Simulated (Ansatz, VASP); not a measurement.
**Two plane-wave programs on B2As3**

The input INCAR:

```
ALGO = Fast ; EDIFF = 1E-6
EDIFFG = -0.01 ; ENCUT = 600
GGA = PE ; IBRION = 2
ISIF = 3 ; ISMEAR = 0
LASPH = T ; LCHARG = F
LREAL = F ; LWAVE = F
NELM = 100 ; NSW = 100
PREC = Accurate ; SIGMA = 0.1
```

Contents of KPOINTS:

```
k-points
0
Gamma
  10 10 2
```

Contents of POSCAR:

```
B2As3
1.0
    3.4606569528      0.0000000000      0.0000000000
   -1.7294434339      3.0016249746      0.0000000000
   -0.0791635625     -0.2064903415     14.9816397733
B As
4 6
Direct
    0.1705959690      0.3426366530      0.8159236593
    0.8286149677      0.6697441524      0.6299103562
    0.8294040310      0.6573633470      0.1840763407
    0.1713850323      0.3302558476      0.3700896438
    0.3154984004      0.6323825976      0.9484482729
    0.8349557126      0.6731866398      0.7699759419
    0.4926421057      0.0002136352      0.5867224864
    0.6845015996      0.3676174024      0.0515517271
    0.1650442874      0.3268133602      0.2300240581
    0.5073578943      0.9997863648      0.4132775136
```

Input for Ansatz:

```yaml
crystal:
  lattice:
    - [3.4606569528, 0.0, 0.0]
    - [-1.7294434339, 3.0016249746, 0.0]
    - [-0.0791635625, -0.2064903415, 14.9816397733]
  atoms:
    - { symbol: B, position: [0.170595969, 0.342636653, 0.8159236593] }
    - { symbol: B, position: [0.8286149677, 0.6697441524, 0.6299103562] }
    - { symbol: B, position: [0.829404031, 0.657363347, 0.1840763407] }
    - { symbol: B, position: [0.1713850323, 0.3302558476, 0.3700896438] }
    - { symbol: As, position: [0.3154984004, 0.6323825976, 0.9484482729] }
    - { symbol: As, position: [0.8349557126, 0.6731866398, 0.7699759419] }
    - { symbol: As, position: [0.4926421057, 0.0002136352, 0.5867224864] }
    - { symbol: As, position: [0.6845015996, 0.3676174024, 0.0515517271] }
    - { symbol: As, position: [0.1650442874, 0.3268133602, 0.2300240581] }
    - { symbol: As, position: [0.5073578943, 0.9997863648, 0.4132775136] }
basis:
  ecutwfc: 420
kpoints:
  mp_grid: { grid: [10, 10, 2] }
hamiltonian:
  xc: pbe
scf:
  occupations: { method: gaussian, width: 0.1 }
output:
  forces: true
  stress: true
  eigenvalues: true
relax:
  adjacent_minimum: "off"
  f_tol: 0.01
  max_steps: 80
  cell: { stress_tol: 0.05 }
```

Change from the starting cell: the structure that the rattled cell fell into.

Alike in both runs: task relaxation of cell and atoms; functional PBE; k mesh 10 × 10 × 2; occupations gaussian, width 0.1 eV; no spin polarisation.

|  | VASP | Ansatz |
| --- | --- | --- |
| version | VASP 6.6.1 | Ansatz 0.2.0 |
| potentials or method | VASP PAW PBE potentials, release 64 (B, As), cutoff 600 eV | scalar-relativistic, plane waves, PAW |
| valence electrons in the cell | 42 | 102 |

Ansatz gave:

* gap on the k mesh at the Fermi level, each at its own relaxed structure (eV): none
* relaxed volume (Å³/atom): 15.55
* relaxed length of the cell vector where the two differ most in proportion (Å): 14.968

**Question.** Which values does VASP return?

**Answer.** gap on the k mesh at the Fermi level, each at its own relaxed structure (eV): none; relaxed volume (Å³/atom): 15.61; relaxed length of the cell vector where the two differ most in proportion (Å): 14.986.

A gap of «none» marks a metal or a gap that the smearing closes. VASP's potentials hold 42 valence electrons a cell and Ansatz's 102, so a difference there can come from the potentials and not from the codes.
